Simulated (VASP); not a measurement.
# Fe (Fm-3m) in VASP: notebook

Fe is run at these levels: PBE; tasks: single point.

Program: VASP 6.6.1. These are calculated values, not measurements. Logs are shortened: lines on timing, memory, paths and dates and some standing lists are left out, and cuts for length are marked.

### 1 The cell of the first run

The structure is cubic, space group Fm-3m (No. 225). Conventional cell: a = 3.595 Å, b = 3.595 Å, c = 3.595 Å, α = 90.00°, β = 90.00°, γ = 90.00°. Fe (site symmetry m-3m) has 12 Fe at 2.54 Å within 3.4 Å.

### 2 Single point, PBE, collinear spin, ferromagnetic start

The input, INCAR:

```
SYSTEM = Fe
PREC = Accurate ; ENCUT = 520
EDIFF = 1E-7 ; ISMEAR = -1
SIGMA = 0.1 ; LREAL = .False.
LASPH = .True. ; NELM = 150
ALGO = Normal ; ISIF = 2
LWAVE = .False. ; LCHARG = .True.
ISPIN = 2 ; MAGMOM = 4 4
LORBIT = 11 ; LMAXMIX = 4
GGA = PE ; LELF = .True.
LVHAR = .True. ; NBANDS = 19
```

The input, KPOINTS:

```
Automatic mesh
0
Gamma
  11 11 11
  0 0 0
```

The input, POSCAR:

```
Fe
1.0
    3.5950000000      1.7975000000      1.7975000000
    1.7975000000      3.5950000000      1.7975000000
    1.7975000000      1.7975000000      3.5950000000
Fe
2
Direct
    0.0000000000      0.0000000000      0.0000000000
    0.5000000000      0.5000000000      0.5000000000
```

Potentials or basis: VASP PAW PBE potentials, release 64 (Fe).

Started as:

```
cat potpaw_PBE.64/Fe/POTCAR > POTCAR
mpirun -np 1 vasp_std > vasp.out
```

OUTCAR:

```text
SYSTEM = Fe
   PREC = Accurate
   ENCUT = 520
   EDIFF = 1E-7
   ISMEAR = -1
   LREAL = .False.
   LASPH = .True.
   NELM = 150
   ISIF = 2
   ISPIN = 2
   LORBIT = 11
   GGA = PE

 ion  position               nearest neighbor table
   1  0.000  0.000  0.000-   2 2.54   2 2.54   2 2.54   2 2.54   2 2.54   2 2.54
   2  0.500  0.500  0.500-   1 2.54   1 2.54   1 2.54   1 2.54   1 2.54   1 2.54

  LATTYP: Found a trigonal (rhomboedric) cell.
 ALAT       =     4.4029578127
 COS(alpha) =     0.8333333333

  Lattice vectors:

 A1 = (   3.5950000000,   1.7975000000,   1.7975000000)
 A2 = (   1.7975000000,   3.5950000000,   1.7975000000)
 A3 = (   1.7975000000,   1.7975000000,   3.5950000000)

Analysis of symmetry for initial positions (statically):
=====================================================================
 Subroutine PRICEL returns following result:

  LATTYP: Found a face centered cubic cell.
 ALAT       =     3.5950000000

  Lattice vectors:

 A1 = (   0.0000000000,  -1.7975000000,   1.7975000000)
 A2 = (  -1.7975000000,  -0.0000000000,   1.7975000000)
 A3 = (  -1.7975000000,  -1.7975000000,   0.0000000000)

   2 primitive cells build up your supercell.

 Routine SETGRP: Setting up the symmetry group for a
 trigonal (rhombohedral) supercell.

 Subroutine GETGRP returns: Found 12 space group operations
 (whereof 12 operations were pure point group operations)
 out of a pool of 12 trial point group operations.

The static configuration has the point symmetry D_3d.

Analysis of symmetry for dynamics (positions and initial velocities):
=====================================================================
 Subroutine PRICEL returns following result:

  LATTYP: Found a face centered cubic cell.
 ALAT       =     3.5950000000

  Lattice vectors:

 A1 = (   0.0000000000,  -1.7975000000,   1.7975000000)
 A2 = (  -1.7975000000,  -0.0000000000,   1.7975000000)
 A3 = (  -1.7975000000,  -1.7975000000,   0.0000000000)

   2 primitive cells build up your supercell.

 Routine SETGRP: Setting up the symmetry group for a
 trigonal (rhombohedral) supercell.

 Subroutine GETGRP returns: Found 12 space group operations
 (whereof 12 operations were pure point group operations)
 out of a pool of 12 trial point group operations.

The dynamic configuration has the point symmetry D_3d.

Analysis of structural, dynamic, and magnetic symmetry:
=====================================================================
 Subroutine PRICEL returns following result:

  LATTYP: Found a face centered cubic cell.
 ALAT       =     3.5950000000

  Lattice vectors:

 A1 = (   0.0000000000,  -1.7975000000,   1.7975000000)
 A2 = (  -1.7975000000,  -0.0000000000,   1.7975000000)
 A3 = (  -1.7975000000,  -1.7975000000,   0.0000000000)

   2 primitive cells build up your supercell.

 Routine SETGRP: Setting up the symmetry group for a
 trigonal (rhombohedral) supercell.

 Subroutine GETGRP returns: Found 12 space group operations
 (whereof 12 operations were pure point group operations)
 out of a pool of 12 trial point group operations.

The overall configuration has the point symmetry D_3d.

 Subroutine INISYM returns: Found 12 space group operations
 (whereof 12 operations are pure point group operations),
 and found     2 'primitive' translations

----------------------------------------------------------------------------------------

                                     Primitive cell

  volume of cell :      11.6155

  direct lattice vectors                    reciprocal lattice vectors
     0.000000000 -1.797500000  1.797500000     0.278164117 -0.278164117  0.278164117
    -1.797500000 -0.000000000  1.797500000    -0.278164117  0.278164117  0.278164117
    -1.797500000 -1.797500000  0.000000000    -0.278164117 -0.278164117 -0.278164117

  length of vectors
     2.542048878  2.542048878  2.542048878     0.481794383  0.481794383  0.481794383

  position of ions in fractional coordinates (direct lattice)
     0.000000000  0.000000000  0.000000000

  ion indices of the primitive-cell ions
   primitive index   ion index
                 1           1

----------------------------------------------------------------------------------------

 KPOINTS: Automatic mesh

Automatic generation of k-mesh.
 Grid dimensions read from file:
 generate k-points for:   11   11   11

 Generating k-lattice:

  Cartesian coordinates                     Fractional coordinates (reciprocal lattice)
     0.037931470 -0.012643823 -0.012643823     0.090909091 -0.000000000 -0.000000000
    -0.012643823  0.037931470 -0.012643823    -0.000000000  0.090909091 -0.000000000
    -0.012643823 -0.012643823  0.037931470     0.000000000  0.000000000  0.090909091

  Length of vectors
     0.041934818  0.041934818  0.041934818

  Shift w.r.t. Gamma in fractional coordinates (k-lattice)
     0.000000000  0.000000000  0.000000000

 Subroutine IBZKPT returns following result:
 ===========================================

 Found    146 irreducible k-points:

 Following reciprocal coordinates:
            Coordinates               Weight
  0.000000  0.000000  0.000000      1.000000
  0.090909 -0.000000 -0.000000      6.000000
  0.181818 -0.000000 -0.000000      6.000000
  0.272727  0.000000  0.000000      6.000000
  0.363636 -0.000000 -0.000000      6.000000
  0.454545 -0.000000 -0.000000      6.000000
[... 16 lines left out ...]
 -0.272727  0.181818  0.000000     12.000000
 -0.181818  0.181818  0.000000      6.000000
 [... further k-points ...]
   k-points           NKPTS =    146   k-points in BZ     NKDIM =    146   number of bands    NBANDS=     19
   number of dos      NEDOS =    301   number of ions     NIONS =      2
   total plane-waves  NPLWV =  46656
   dimension x,y,z NGX =    36 NGY =   36 NGZ =   36
   dimension x,y,z NGXF=    72 NGYF=   72 NGZF=   72
   ions per type =               2
   NGX,Y,Z   is equivalent  to a cutoff of  13.59, 13.59, 13.59 a.u.
   NGXF,Y,Z  is equivalent  to a cutoff of  27.19, 27.19, 27.19 a.u.
 SYSTEM =  Fe
   PREC   = accura    normal or accurate (medium, high low for compatibility)
   ISTART =      0    job   : 0-new  1-cont  2-samecut
   ICHARG =      2    charge: 1-file 2-atom 10-const
   ISPIN  =      2    spin polarized calculation?
   LNONCOLLINEAR =      F non collinear calculations
   LSORBIT =      F    spin-orbit coupling
   LASPH  =      T    aspherical Exc in radial PAW
   ENCUT  =  520.0 eV  38.22 Ry    6.18 a.u.   8.19  8.19  8.19*2*pi/ulx,y,z
   NELM   =    150;   NELMIN=  2; NELMDL= -5     # of ELM steps
   EDIFF  = 0.1E-06   stopping-criterion for ELM
   LREAL  =      F    real-space projection
   EDIFFG = 0.1E-05   stopping-criterion for IOM
   NSW    =      0    number of steps for IOM
   IBRION =     -1    ionic relax: 0-MD 1-quasi-New 2-CG
   NFREE  =      0    steps in history (QN), initial steepest desc. (CG)
   ISIF   =      2    stress and relaxation
   ISYM   =      2    0-nonsym 1-usesym 2-fastsym
   POTIM  = 0.5000    time-step for ionic-motion
   TEBEG  =    0.0;   TEEND  =   0.0 temperature during run
   PSTRESS=    0.0 pullay stress
   NELECT =      16.0000    total number of electrons
   NUPDOWN=      -1.0000    fix difference up-down
   EMIN   =  10.00;   EMAX   =-10.00  energy-range for DOS
   EFERMI =   0.00;   METHOD = LEGACY
   ISMEAR =    -1;   SIGMA  =   0.10  broadening in eV -4-tet -1-fermi 0-gaus
   EFERMI_NEDOS =   21; number of points for ismear=-14 and -15
   IALGO  =     38    algorithm
   IMIX   =      4    mixing-type and parameters
     AMIX     =   0.40;   BMIX     =  1.00
     AMIX_MAG =   1.60;   BMIX_MAG =  1.00
  volume/ion in A,a.u.               =      11.62        78.39
  Fermi-wavevector in a.u.,A,eV,Ry     =   1.445748  2.732068 28.438724  2.090187
  Thomas-Fermi vector in A             =   2.563895
   LORBIT       =     11    0 simple, 1 ext, 2 COOP (PROOUT), +10 PAW based schemes
   GGA     = PE    functional components
   LHFCALC =     F    Hartree Fock is set to
   AEXX    =    0.0000 exact exchange contribution
   IVDW    =     0    specifies the selected vdW correction
   LEPSILON=     F    determine dielectric tensor
   LRPA    =     F    only Hartree local field effects (RPA)
 spin polarized calculation
  energy-cutoff  :      520.00
  volume of cell :       23.23
 maximum number of plane-waves:       645
 NGX is ok and might be reduce to    36
   NGX = 17   NGY = 17   NGZ = 17

 number of electron      16.0000000 magnetization       4.9615511

 Free energy of the ion-electron system (eV)
  ---------------------------------------------------
  ext. energy  EPLUGINS =         0.00000000
  ---------------------------------------------------
  free energy    TOTEN  =       -16.20234771 eV

  energy without entropy =      -16.11023266  energy(sigma->0) =      -16.15629018

 E-fermi :   5.7503     XC(G=0): -12.9787

 val. band max:        5.7489489939   @ k =  -0.1818  -0.2727   0.0909
 cond. band min:       5.7516535136   @ k =   0.4545   0.4545   0.1818
 fundamental gap:      0.0027045197
 Fermi energy:         5.7503412170

 spin component 1

 k-point     1 :       0.0000    0.0000    0.0000
  band No.  band energies     occupation
      1      -2.7445      1.00000
      2       0.8203      1.00000
      3       3.1914      1.00000
      4       3.1914      1.00000
      5       3.3657      1.00000
      6       3.3674      1.00000
[... 11 lines left out ...]
     18      32.1624      0.00000
     19      32.1626      0.00000
[... 489 lines left out ...]
      3       2.3346      1.00000
      4       2.7005      1.00000
      5       2.8752      1.00000
      6       3.3420      1.00000
[... 11 lines left out ...]
     18      30.6585      0.00000
     19      31.8584      0.00000

 [... further k-points ...]

 spin component 2

 k-point     1 :       0.0000    0.0000    0.0000
  band No.  band energies     occupation
      1      -2.4934      1.00000
      2       2.1753      1.00000
      3       5.6126      0.79855
      4       5.6134      0.79723
      5       5.6135      0.79716
      6       5.6432      0.74478
[... 11 lines left out ...]
     18      32.5503      0.00000
     19      32.5513      0.00000
[... 489 lines left out ...]
      3       4.0104      1.00000
      4       4.6699      0.99998
      5       4.6782      0.99998
      6       5.6820      0.66440
[... 11 lines left out ...]
     18      30.8187      0.00000
     19      32.5300      0.00000

 [... further k-points ...]
[... 5 lines left out ...]
  --------------------------------------------------------------------------------------
  -------------------------------------------------------------------------------------
  Total        0.7018519      0.7018519      0.7018519     -0.0080469     -0.0080469     -0.0080469
  in kB       48.4049083     48.4049083     48.4049083     -0.5549772     -0.5549772     -0.5549772
  external PRESSURE =      48.4049083 kB  Pullay stress =       0.0000000 kB

 VOLUME and BASIS-vectors are now :
 -----------------------------------------------------------------------------
  energy-cutoff  :      520.00
  volume of cell :       23.23
      direct lattice vectors                 reciprocal lattice vectors
     3.595000000  1.797500000  1.797500000     0.417246175 -0.139082058 -0.139082058
     1.797500000  3.595000000  1.797500000    -0.139082058  0.417246175 -0.139082058
     1.797500000  1.797500000  3.595000000    -0.139082058 -0.139082058  0.417246175

 POSITION                                       TOTAL-FORCE (eV/Angst)
 -----------------------------------------------------------------------------------
      0.00000      0.00000      0.00000         0.000000      0.000000      0.000000
      3.59500      3.59500      3.59500        -0.000000     -0.000000     -0.000000
 -----------------------------------------------------------------------------------
    total drift:                                0.000000      0.000000      0.000000

  FREE ENERGIE OF THE ION-ELECTRON SYSTEM (eV)
  ---------------------------------------------------
  free  energy   TOTEN  =       -16.2023477053 eV

  energy  without entropy=      -16.1102326621  energy(sigma->0) =      -16.15629018

 total charge

# of ion       s       p       d       tot
------------------------------------------
    1        0.486   0.526   6.212   7.225
    2        0.486   0.526   6.212   7.225
--------------------------------------------------
tot          0.973   1.052  12.424  14.449

 magnetization (x)

# of ion       s       p       d       tot
------------------------------------------
    1       -0.017  -0.046   2.535   2.472
    2       -0.017  -0.046   2.535   2.472
--------------------------------------------------
tot         -0.033  -0.093   5.069   4.943
```

Run time: 4.8 min. Hardware: 1 thread of Intel Xeon Platinum 8488C (Sapphire Rapids), shared host; peak memory 0.29 GiB.

What came out:

- Free energy: -16.2023 eV
- Pressure: 4.8 GPa
- Net moment: 4.96 μB per cell
- Site moments: Fe +2.47 μB
- Valence electrons inside the program's atomic spheres: Fe 7.22

Stress tensor (GPa, compression positive):
```
 4.84 -0.06 -0.06
-0.06  4.84 -0.06
-0.06 -0.06  4.84
```

### 3 Single point, PBE, collinear spin

The input, INCAR:

```
SYSTEM = Fe
PREC = Accurate
ENCUT = 520
EDIFF = 1E-6
ISMEAR = -1
SIGMA = 0.1
LREAL = .False.
LASPH = .True.
NELM = 150
ALGO = Normal
ISIF = 2
LWAVE = .False.
LCHARG = .True.
ISPIN = 2
MAGMOM = 4 0
LORBIT = 11
LMAXMIX = 4
GGA = PE
LELF = .True.
LVHAR = .True.
NBANDS = 19
```

KPOINTS is that of step 2.

POSCAR is that of step 2.

Potentials or basis: VASP PAW PBE potentials, release 64 (Fe).

Started as:

```
cat potpaw_PBE.64/Fe/POTCAR > POTCAR
mpirun -np 1 vasp_std > vasp.out
```

Run time: 6.9 min. Hardware: 1 thread of Intel Xeon Platinum 8488C (Sapphire Rapids), shared host; peak memory 0.3 GiB.

It converged, with:

| Property | Result |
| --- | --- |
| Free energy | -16.0751 eV |
| Pressure | -16.7 GPa |
| Net moment | 1.84 μB per cell |
| Site moments | Fe +1.93, -0.09 μB |
| Valence electrons inside the program's atomic spheres | Fe 7.20, 7.23 |

Stress tensor (GPa, compression positive):
```
-16.68   0.16   0.16
  0.16 -16.68   0.16
  0.16   0.16 -16.68
```

Levels at points of the mesh, in eV from the Fermi level:
Spin up:
```
           k point  band 7  band 8  band 9  band 10  band 11  band 12
(0.00, 0.00, 0.00)   -1.75   -0.74   -0.74     0.04     0.57     0.57
```
Spin down:
```tsv
k point	band 5	band 6	band 7	band 8	band 9	band 10
(0.00, 0.00, 0.00)	-1.06	-0.83	-0.83	0.09	0.49	0.49
```
